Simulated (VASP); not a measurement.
Write the native input for VASP 6.6.1 that does the following.

```yaml
Task: single point
Functional: PBE0
Potentials_or_basis: VASP PAW PBE potentials, release 64 (K_sv, I)
Cutoff: 520 eV
k_mesh: 4 × 4 × 4
Occupations: gaussian, width 0.01 eV
Spin: no spin polarisation
Dipole_correction: no
Grid_for_exact_exchange_PRECFOCK: Normal
Further_INCAR_settings: ALGO = Normal; EDIFF = 1e-06; NBANDS = 15
Share_of_exact_exchange: 0.25
```

Crystal: KI.

```
K I
1.0
     4.29109    0.00000    0.00000
     0.00000    4.29109    0.00000
     0.00000    0.00000    4.29109
K I
1 1
Direct
  0.00000 0.00000 0.00000
  0.50000 0.50000 0.50000
```

These files were run (other wordings do the same):

POSCAR

```
KI
1.0
    4.2910851989      0.0000000000      0.0000000000
    0.0000000000      4.2910851989      0.0000000000
    0.0000000000      0.0000000000      4.2910851989
K I
1 1
Direct
    0.0000000000      0.0000000000      0.0000000000
    0.5000000000      0.5000000000      0.5000000000
```

INCAR.step1

```
PREC = Accurate ; ENCUT = 520
EDIFF = 1E-5 ; ISMEAR = 0
SIGMA = 0.01 ; LREAL = False
LASPH = True ; NELM = 60
ALGO = Normal ; ISIF = 2
LWAVE = True ; GGA = PE
NBANDS = 15
```

INCAR.step2

```
PREC = Accurate ; ENCUT = 520
EDIFF = 1E-6 ; ISMEAR = 0
SIGMA = 0.01 ; LREAL = False
LASPH = True ; NELM = 60
ALGO = Normal ; ISIF = 2
LWAVE = False ; LCHARG = True
GGA = PE ; LHFCALC = True
AEXX = 0.25 ; PRECFOCK = Normal
LELF = True ; LVHAR = True
ISTART = 1 ; NBANDS = 15
```

KPOINTS

```
Automatic mesh
0
Gamma
  4 4 4
```

Potentials or basis: VASP PAW PBE potentials, release 64 (K_sv, I).

Command:

```sh
$ cat potpaw_PBE.64/K_sv/POTCAR potpaw_PBE.64/I/POTCAR > POTCAR
$ cp INCAR.step1 INCAR
$ mpirun -np 1 vasp_std > vasp.out
$ cp INCAR.step2 INCAR
$ mpirun -np 1 vasp_std > vasp.out
```

Results of the run:

```json
{"Pressure": "0.2 GPa", "Band gap on the k mesh": "5.00 eV (least direct gap 5.40 eV)"}
```

Caveat: the PAW data sets were made with another functional, which shifts forces and pressure a little; spin-orbit coupling is left out, which moves the levels of the heavy elements.

Wall time 2.9 min on 1 thread of Intel(R) Xeon(R) 6975P-C (Granite Rapids), with other jobs on the host, peak memory 0.19 GiB.
